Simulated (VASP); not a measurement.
# Hf (P6_3/mmc) in VASP: further runs

Hf is run at these levels: LDA; tasks: single point.

Everything below comes from runs of VASP 6.6.1. Logs are shortened: lines on timing, memory, paths and dates and some standing lists are left out, and cuts for length are marked.

**1. The cell of the first run**

The structure is hexagonal, space group P6_3/mmc (No. 194). Conventional cell: a = 3.122 Å, b = 3.122 Å, c = 4.938 Å, α = 90.00°, β = 90.00°, γ = 120.00°. Hf (site symmetry -6m2) has 12 Hf at 3.06 to 3.12 Å within 4.0 Å.

**2. Single point, LDA**

File INCAR:

```
  ALGO = Normal
  EDIFF = 1E-6
  ENCUT = 520
  ISIF = 2
  ISMEAR = -1
  LASPH = True
  LCHARG = False
  LREAL = False
  LWAVE = False
  NBANDS = 17
  NELM = 80
  PREC = Accurate
  SIGMA = 0.05
```

File KPOINTS:

```
k-points
0
Gamma
  8 8 4
```

File POSCAR:

```
Hf
1.0
    3.1215203391      0.0000000000      0.0000000000
   -1.5607601696      2.7033159121      0.0000000000
    0.0000000000      0.0000000000      4.9383529160
Hf
2
Direct
    0.3333333333      0.6666666667      0.2500000000
    0.6666666667      0.3333333333      0.7500000000
```

Potentials or basis: VASP PAW LDA potentials, release 64 (Hf_pv).

Launch:

```
$ cat potpaw_LDA.64/Hf_pv/POTCAR > POTCAR
$ mpirun -np 1 vasp_std > vasp.out
```

OUTCAR:

```text
EDIFF = 1E-6
   ENCUT = 520
   ISIF = 2
   ISMEAR = -1
   LASPH = True
   LREAL = False
   NELM = 80
   PREC = Accurate

 ion  position               nearest neighbor table
   1  0.333  0.667  0.250-   2 3.06   2 3.06   2 3.06   2 3.06   2 3.06   2 3.06
   2  0.667  0.333  0.750-   1 3.06   1 3.06   1 3.06   1 3.06   1 3.06   1 3.06

  LATTYP: Found a hexagonal cell.
 ALAT       =     3.1215203391
 C/A-ratio  =     1.5820345151

  Lattice vectors:

 A1 = (   3.1215203391,   0.0000000000,   0.0000000000)
 A2 = (  -1.5607601696,   2.7033159121,   0.0000000000)
 A3 = (   0.0000000000,   0.0000000000,   4.9383529160)

Analysis of symmetry for initial positions (statically):
=====================================================================
 Subroutine PRICEL returns:
 Original cell was already a primitive cell.

 Routine SETGRP: Setting up the symmetry group for a
 hexagonal supercell.

 Subroutine GETGRP returns: Found 24 space group operations
 (whereof 12 operations were pure point group operations)
 out of a pool of 24 trial point group operations.

The static configuration has the point symmetry D_3d.
 The point group associated with its full space group is D_6h.

Analysis of symmetry for dynamics (positions and initial velocities):
=====================================================================
 Subroutine PRICEL returns:
 Original cell was already a primitive cell.

 Routine SETGRP: Setting up the symmetry group for a
 hexagonal supercell.

 Subroutine GETGRP returns: Found 24 space group operations
 (whereof 12 operations were pure point group operations)
 out of a pool of 24 trial point group operations.

The dynamic configuration has the point symmetry D_3d.
 The point group associated with its full space group is D_6h.

 Subroutine INISYM returns: Found 24 space group operations
 (whereof 12 operations are pure point group operations),
 and found     1 'primitive' translations

----------------------------------------------------------------------------------------

                                     Primitive cell

  volume of cell :      41.6721

  direct lattice vectors                    reciprocal lattice vectors
     3.121520339  0.000000000  0.000000000     0.320356714  0.184958035  0.000000000
    -1.560760170  2.703315912  0.000000000     0.000000000  0.369916071  0.000000000
     0.000000000  0.000000000  4.938352916     0.000000000  0.000000000  0.202496666

  length of vectors
[... 81 lines left out ...]
   NELM   =     80;   NELMIN=  2; NELMDL= -5     # of ELM steps
   EDIFF  = 0.1E-05   stopping-criterion for ELM
   LREAL  =      F    real-space projection
   EDIFFG = 0.1E-04   stopping-criterion for IOM
   NSW    =      0    number of steps for IOM
   IBRION =     -1    ionic relax: 0-MD 1-quasi-New 2-CG
   NFREE  =      0    steps in history (QN), initial steepest desc. (CG)
   ISIF   =      2    stress and relaxation
   ISYM   =      2    0-nonsym 1-usesym 2-fastsym
   POTIM  = 0.5000    time-step for ionic-motion
   TEBEG  =    0.0;   TEEND  =   0.0 temperature during run
   PSTRESS=    0.0 pullay stress
   NELECT =      20.0000    total number of electrons
   NUPDOWN=      -1.0000    fix difference up-down
   EMIN   =  10.00;   EMAX   =-10.00  energy-range for DOS
   EFERMI =   0.00;   METHOD = LEGACY
   ISMEAR =    -1;   SIGMA  =   0.05  broadening in eV -4-tet -1-fermi 0-gaus
   EFERMI_NEDOS =   21; number of points for ismear=-14 and -15
   IALGO  =     38    algorithm
   IMIX   =      4    mixing-type and parameters
     AMIX     =   0.40;   BMIX     =  1.00
     AMIX_MAG =   1.60;   BMIX_MAG =  1.00
  volume/ion in A,a.u.               =      20.84       140.61
  Fermi-wavevector in a.u.,A,eV,Ry     =   1.281749  2.422155 22.352761  1.642882
  Thomas-Fermi vector in A             =   2.414101
   LORBIT       =      0    0 simple, 1 ext, 2 COOP (PROOUT), +10 PAW based schemes
   GGA     = CA    functional components
   LHFCALC =     F    Hartree Fock is set to
   AEXX    =    0.0000 exact exchange contribution
   IVDW    =     0    specifies the selected vdW correction
   LEPSILON=     F    determine dielectric tensor
   LRPA    =     F    only Hartree local field effects (RPA)
 non-spin polarized calculation
  energy-cutoff  :      520.00
  volume of cell :       41.67
 maximum number of plane-waves:      1140
 NGX is ok and might be reduce to    24
   NGX = 11   NGY = 11   NGZ = 19

 number of electron      19.9999998 magnetization

 Free energy of the ion-electron system (eV)
  ---------------------------------------------------
  ext. energy  EPLUGINS =         0.00000000
  ---------------------------------------------------
  free energy    TOTEN  =       -21.41224186 eV

  energy without entropy =      -21.40196778  energy(sigma->0) =      -21.40710482

 E-fermi :   5.3787     XC(G=0): -11.7984

 val. band max:        5.2102098443   @ k =   0.2500   0.2500   0.5000
 cond. band min:       5.3974051842   @ k =   0.3750   0.2500   0.2500
 fundamental gap:      0.1871953399
 Fermi energy:         5.3786501887

 k-point     1 :       0.0000    0.0000    0.0000
  band No.  band energies     occupation
      1     -25.6060      2.00000
      2     -24.6559      2.00000
      3     -24.6559      2.00000
      4     -24.4928      2.00000
      5     -24.4928      2.00000
      6     -24.4859      2.00000
[... 457 lines left out ...]
      4     -24.7616      2.00000
      5     -24.7221      2.00000
      6     -24.7221      2.00000
[... 9 lines left out ...]
     16      11.0955      0.00000
     17      11.1151      0.00000

 [... further k-points ...]

------------------------ aborting loop because EDIFF is reached ----------------------------------------

  FORCE on cell =-STRESS in cart. coord.  units (eV):
  Direction    XX          YY          ZZ          XY          YZ          ZX
  --------------------------------------------------------------------------------------
  -------------------------------------------------------------------------------------
  Total        0.0301482      0.0301482      0.0150019     -0.0000000      0.0000000      0.0000000
  in kB        1.1591156      1.1591156      0.5767819     -0.0000000      0.0000000      0.0000000
  external PRESSURE =       0.9650044 kB  Pullay stress =       0.0000000 kB

 VOLUME and BASIS-vectors are now :
 -----------------------------------------------------------------------------
  energy-cutoff  :      520.00
  volume of cell :       41.67
      direct lattice vectors                 reciprocal lattice vectors
     3.121520339  0.000000000  0.000000000     0.320356714  0.184958035  0.000000000
    -1.560760170  2.703315912  0.000000000     0.000000000  0.369916071  0.000000000
     0.000000000  0.000000000  4.938352916     0.000000000  0.000000000  0.202496666

 POSITION                                       TOTAL-FORCE (eV/Angst)
 -----------------------------------------------------------------------------------
     -0.00000      1.80221      1.23459         0.000000      0.000000      0.000000
      1.56076      0.90111      3.70376        -0.000000      0.000000      0.000000
 -----------------------------------------------------------------------------------
    total drift:                               -0.000000      0.000000     -0.000000

  FREE ENERGIE OF THE ION-ELECTRON SYSTEM (eV)
  ---------------------------------------------------
  free  energy   TOTEN  =       -21.4122418581 eV

  energy  without entropy=      -21.4019677782  energy(sigma->0) =      -21.40710482
```

Run time: 23 s. Hardware: 1 thread of Intel Xeon 8259CL, shared host; peak memory 0.15 GiB.

Results:

```
Free energy            : -21.4122 eV
Pressure               : 0.1 GPa
Band gap on the k mesh : zero (bands 10 and 11 overlap by 1.24 eV)
```

Caveat: spin-orbit coupling is left out, which moves the levels of the heavy elements.

**3. Single point, LDA**

This run uses another cell than the first one, of 21.04 Å³/atom.

File INCAR:

```
PREC     = Accurate       # precision mode
ENCUT    = 520            # plane-wave cutoff, eV
EDIFF    = 1E-7           # SCF threshold, eV
ISMEAR   = -1             # smearing method
SIGMA    = 0.05           # smearing width, eV
LREAL    = False          # projectors in reciprocal space
LASPH    = True           # aspherical terms in the spheres
NELM     = 100            # most SCF steps
ALGO     = Normal         # electronic algorithm
ISIF     = 2              # what is computed and relaxed
LWAVE    = False          # write WAVECAR
LCHARG   = True           # write CHGCAR
GGA      = CA             # functional
LELF     = True           # ELF
LVHAR    = True         
NBANDS   = 17             # bands
```

File KPOINTS:

```
regular mesh
0
Gamma
  8 8 4
```

File POSCAR:

```
Hf
1.0
    3.1318909148      0.0000000000      0.0000000000
   -1.5659454574      2.7122970941      0.0000000000
    0.0000000000      0.0000000000      4.9547595246
Hf
2
Direct
    0.3333333333      0.6666666667      0.2500000000
    0.6666666667      0.3333333333      0.7500000000
```

Potentials or basis: VASP PAW LDA potentials, release 64 (Hf_pv).

Launch:

```
$ cat potpaw_LDA.64/Hf_pv/POTCAR > POTCAR
$ mpirun -np 1 vasp_std > vasp.out
```

OUTCAR:

```text
PREC = Accurate
   ENCUT = 520
   EDIFF = 1E-7
   ISMEAR = -1
   LREAL = False
   LASPH = True
   NELM = 100
   ISIF = 2
   GGA = CA

 ion  position               nearest neighbor table
   1  0.333  0.667  0.250-   2 3.07   2 3.07   2 3.07   2 3.07   2 3.07   2 3.07
   2  0.667  0.333  0.750-   1 3.07   1 3.07   1 3.07   1 3.07   1 3.07   1 3.07

  LATTYP: Found a hexagonal cell.
 ALAT       =     3.1318909148
 C/A-ratio  =     1.5820345151

  Lattice vectors:

 A1 = (   3.1318909148,   0.0000000000,   0.0000000000)
 A2 = (  -1.5659454574,   2.7122970941,   0.0000000000)
 A3 = (   0.0000000000,   0.0000000000,   4.9547595246)

Analysis of symmetry for initial positions (statically):
=====================================================================
 Subroutine PRICEL returns:
 Original cell was already a primitive cell.

 Routine SETGRP: Setting up the symmetry group for a
 hexagonal supercell.

 Subroutine GETGRP returns: Found 24 space group operations
 (whereof 12 operations were pure point group operations)
 out of a pool of 24 trial point group operations.

The static configuration has the point symmetry D_3d.
 The point group associated with its full space group is D_6h.

Analysis of symmetry for dynamics (positions and initial velocities):
=====================================================================
 Subroutine PRICEL returns:
 Original cell was already a primitive cell.

 Routine SETGRP: Setting up the symmetry group for a
 hexagonal supercell.

 Subroutine GETGRP returns: Found 24 space group operations
 (whereof 12 operations were pure point group operations)
 out of a pool of 24 trial point group operations.

The dynamic configuration has the point symmetry D_3d.
 The point group associated with its full space group is D_6h.

 Subroutine INISYM returns: Found 24 space group operations
 (whereof 12 operations are pure point group operations),
 and found     1 'primitive' translations

----------------------------------------------------------------------------------------

                                     Primitive cell

  volume of cell :      42.0888

  direct lattice vectors                    reciprocal lattice vectors
     3.131890915  0.000000000  0.000000000     0.319295923  0.184345587  0.000000000
    -1.565945457  2.712297094  0.000000000     0.000000000  0.368691174  0.000000000
     0.000000000  0.000000000  4.954759525     0.000000000  0.000000000  0.201826142

  length of vectors
     3.131890915  3.131890915  4.954759525     0.368691174  0.368691174  0.201826142

  position of ions in fractional coordinates (direct lattice)
     0.333333333  0.666666667  0.250000000
     0.666666667  0.333333333  0.750000000

  ion indices of the primitive-cell ions
   primitive index   ion index
                 1           1
                 2           2

----------------------------------------------------------------------------------------

 KPOINTS: regular mesh

Automatic generation of k-mesh.
 Grid dimensions read from file:
 generate k-points for:    8    8    4

 Generating k-lattice:

  Cartesian coordinates                     Fractional coordinates (reciprocal lattice)
     0.039911990  0.023043198  0.000000000     0.125000000 -0.000000000  0.000000000
     0.000000000  0.046086397  0.000000000     0.000000000  0.125000000  0.000000000
     0.000000000  0.000000000  0.050456536     0.000000000  0.000000000  0.250000000

  Length of vectors
     0.046086397  0.046086397  0.050456536

  Shift w.r.t. Gamma in fractional coordinates (k-lattice)
     0.000000000  0.000000000  0.000000000

 Subroutine IBZKPT returns following result:
 ===========================================

 Found     30 irreducible k-points:

 Following reciprocal coordinates:
            Coordinates               Weight
  0.000000  0.000000  0.000000      1.000000
  0.125000 -0.000000  0.000000      6.000000
  0.250000 -0.000000  0.000000      6.000000
  0.375000 -0.000000  0.000000      6.000000
  0.500000 -0.000000  0.000000      3.000000
  0.125000  0.125000  0.000000      6.000000
[... 16 lines left out ...]
  0.250000 -0.000000  0.500000      6.000000
  0.375000 -0.000000  0.500000      6.000000
 [... further k-points ...]
   k-points           NKPTS =     30   k-points in BZ     NKDIM =     30   number of bands    NBANDS=     17
   number of dos      NEDOS =    301   number of ions     NIONS =      2
   total plane-waves  NPLWV =  23040
   dimension x,y,z NGX =    24 NGY =   24 NGZ =   40
   dimension x,y,z NGXF=    48 NGYF=   48 NGZF=   80
   ions per type =               2
   NGX,Y,Z   is equivalent  to a cutoff of  12.74, 12.74, 13.42 a.u.
   NGXF,Y,Z  is equivalent  to a cutoff of  25.48, 25.48, 26.84 a.u.
 SYSTEM =  unknown system
   PREC   = accura    normal or accurate (medium, high low for compatibility)
   ISTART =      0    job   : 0-new  1-cont  2-samecut
   ICHARG =      2    charge: 1-file 2-atom 10-const
   ISPIN  =      1    spin polarized calculation?
   LNONCOLLINEAR =      F non collinear calculations
   LSORBIT =      F    spin-orbit coupling
   LASPH  =      T    aspherical Exc in radial PAW
   ENCUT  =  520.0 eV  38.22 Ry    6.18 a.u.   5.82  5.82  9.21*2*pi/ulx,y,z
   NELM   =    100;   NELMIN=  2; NELMDL= -5     # of ELM steps
   EDIFF  = 0.1E-06   stopping-criterion for ELM
   LREAL  =      F    real-space projection
   EDIFFG = 0.1E-05   stopping-criterion for IOM
   NSW    =      0    number of steps for IOM
   IBRION =     -1    ionic relax: 0-MD 1-quasi-New 2-CG
   NFREE  =      0    steps in history (QN), initial steepest desc. (CG)
   ISIF   =      2    stress and relaxation
   ISYM   =      2    0-nonsym 1-usesym 2-fastsym
   POTIM  = 0.5000    time-step for ionic-motion
   TEBEG  =    0.0;   TEEND  =   0.0 temperature during run
   PSTRESS=    0.0 pullay stress
   NELECT =      20.0000    total number of electrons
   NUPDOWN=      -1.0000    fix difference up-down
   EMIN   =  10.00;   EMAX   =-10.00  energy-range for DOS
   EFERMI =   0.00;   METHOD = LEGACY
   ISMEAR =    -1;   SIGMA  =   0.05  broadening in eV -4-tet -1-fermi 0-gaus
   EFERMI_NEDOS =   21; number of points for ismear=-14 and -15
   IALGO  =     38    algorithm
   IMIX   =      4    mixing-type and parameters
     AMIX     =   0.40;   BMIX     =  1.00
     AMIX_MAG =   1.60;   BMIX_MAG =  1.00
  volume/ion in A,a.u.               =      21.04       142.01
  Fermi-wavevector in a.u.,A,eV,Ry     =   1.277505  2.414135 22.204974  1.632020
  Thomas-Fermi vector in A             =   2.410101
   LORBIT       =      0    0 simple, 1 ext, 2 COOP (PROOUT), +10 PAW based schemes
   GGA     = CA    functional components
   LHFCALC =     F    Hartree Fock is set to
   AEXX    =    0.0000 exact exchange contribution
   IVDW    =     0    specifies the selected vdW correction
   LEPSILON=     F    determine dielectric tensor
   LRPA    =     F    only Hartree local field effects (RPA)
 non-spin polarized calculation
  energy-cutoff  :      520.00
  volume of cell :       42.09
 maximum number of plane-waves:      1144
 NGX is ok and might be reduce to    24
   NGX = 11   NGY = 11   NGZ = 19

 number of electron      19.9999996 magnetization

 Free energy of the ion-electron system (eV)
  ---------------------------------------------------
  ext. energy  EPLUGINS =         0.00000000
  ---------------------------------------------------
  free energy    TOTEN  =       -21.41093351 eV

  energy without entropy =      -21.40078936  energy(sigma->0) =      -21.40586144

 E-fermi :   5.3040     XC(G=0): -11.7520

 val. band max:        5.1337113584   @ k =   0.2500   0.2500   0.5000
 cond. band min:       5.3221995836   @ k =   0.3750   0.2500   0.2500
 fundamental gap:      0.1884882252
 Fermi energy:         5.3039784822

 k-point     1 :       0.0000    0.0000    0.0000
  band No.  band energies     occupation
      1     -25.6801      2.00000
      2     -24.7595      2.00000
      3     -24.7595      2.00000
      4     -24.6013      2.00000
      5     -24.6013      2.00000
      6     -24.5955      2.00000
[... 9 lines left out ...]
     16       7.8982      0.00000
     17      10.8079      0.00000
[... 441 lines left out ...]
 k-point    24 :       0.3750   -0.0000    0.5000
  band No.  band energies     occupation
      1     -25.4783      2.00000
      2     -25.4783      2.00000
      3     -24.8622      2.00000
      4     -24.8622      2.00000
      5     -24.8234      2.00000
      6     -24.8234      2.00000
[... 9 lines left out ...]
     16      10.9625      0.00000
     17      10.9807      0.00000

 [... further k-points ...]

------------------------ aborting loop because EDIFF is reached ----------------------------------------

  FORCE on cell =-STRESS in cart. coord.  units (eV):
  Direction    XX          YY          ZZ          XY          YZ          ZX
  --------------------------------------------------------------------------------------
  -------------------------------------------------------------------------------------
  Total       -0.2883924     -0.2883924     -0.3223477      0.0000000      0.0000000     -0.0000000
  in kB      -10.9781195    -10.9781195    -12.2706832      0.0000000      0.0000000     -0.0000000
  external PRESSURE =     -11.4089741 kB  Pullay stress =       0.0000000 kB

 VOLUME and BASIS-vectors are now :
 -----------------------------------------------------------------------------
  energy-cutoff  :      520.00
  volume of cell :       42.09
      direct lattice vectors                 reciprocal lattice vectors
     3.131890915  0.000000000  0.000000000     0.319295923  0.184345587  0.000000000
    -1.565945457  2.712297094  0.000000000     0.000000000  0.368691174  0.000000000
     0.000000000  0.000000000  4.954759525     0.000000000  0.000000000  0.201826142

 POSITION                                       TOTAL-FORCE (eV/Angst)
 -----------------------------------------------------------------------------------
     -0.00000      1.80820      1.23869        -0.000000      0.000000      0.000000
      1.56595      0.90410      3.71607         0.000000     -0.000000      0.000000
 -----------------------------------------------------------------------------------
    total drift:                               -0.000000      0.000000     -0.000000

  FREE ENERGIE OF THE ION-ELECTRON SYSTEM (eV)
  ---------------------------------------------------
  free  energy   TOTEN  =       -21.4109335080 eV

  energy  without entropy=      -21.4007893635  energy(sigma->0) =      -21.40586144
```

Wall time 25 s (1 thread of Intel Xeon 8259CL, shared host); peak memory 0.15 GiB.

What came out:

```
Free energy            : -21.4109 eV
Pressure               : -1.1 GPa
Band gap on the k mesh : zero (bands 10 and 11 overlap by 1.25 eV)
```

Caveat: spin-orbit coupling is left out, which moves the levels of the heavy elements.
